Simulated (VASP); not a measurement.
Set up this calculation in VASP 6.6.1, as the native input.

* Task: single point
* Functional: PBE
* Potentials or basis: VASP PAW PBE potentials, release 64 (B, As_d)
* Cutoff: 560 eV
* k mesh: 16 × 16 × 16
* Occupations: fermi-dirac, width 0.02 eV
* Spin: no spin polarisation
* Dipole correction: no
* Further INCAR settings: ALGO = Normal; EDIFF = 1e-06; NBANDS = 16

The structure of BAs lies in POSCAR:

```
BAs
1.0
    0.0000000000      2.3885000000      2.3407300000
    2.3885000000      0.0000000000      2.3407300000
    2.3885000000      2.3885000000      0.0000000000
B As
1 1
Direct
    0.0000000000      0.0000000000      0.0000000000
    0.2500000000      0.2500000000      0.2500000000
```

This cell differs from its parent crystal: z stretched by -2 %, then relaxed in part.

These files were run (other wordings do the same):

INCAR

```
PREC     = Accurate       # precision mode
ENCUT    = 560            # plane-wave cutoff, eV
EDIFF    = 1E-6           # SCF threshold, eV
ISMEAR   = -1             # smearing method
SIGMA    = 0.02           # smearing width, eV
LREAL    = F              # projectors in reciprocal space
LASPH    = T              # aspherical terms in the spheres
NELM     = 120            # most SCF steps
ALGO     = Normal         # electronic algorithm
ISIF     = 2              # what is computed and relaxed
LWAVE    = F              # write WAVECAR
LCHARG   = F              # write CHGCAR
GGA      = PE             # functional
NBANDS   = 16             # bands
GGA_COMPAT= F
```

KPOINTS

```
regular mesh
0
Gamma
  16 16 16
```

Potentials or basis: VASP PAW PBE potentials, release 64 (B, As_d).

Launch:

```console
$ cat potpaw_PBE.64/B/POTCAR potpaw_PBE.64/As_d/POTCAR > POTCAR
$ mpirun -np 1 vasp_std > vasp.out
```

It gave:

```yaml
Pressure: 5.5 GPa
Band_gap_on_the_k_mesh: 0.87 eV (least direct gap 3.09 eV)
```

Caveat: the cell differs from its parent crystal (z stretched by -2 %, then relaxed in part); the cell stands under pressure.

It took 85 s on 1 thread of Intel(R) Xeon(R) 6975P-C (Granite Rapids), on a shared host, peak memory 0.29 GiB.
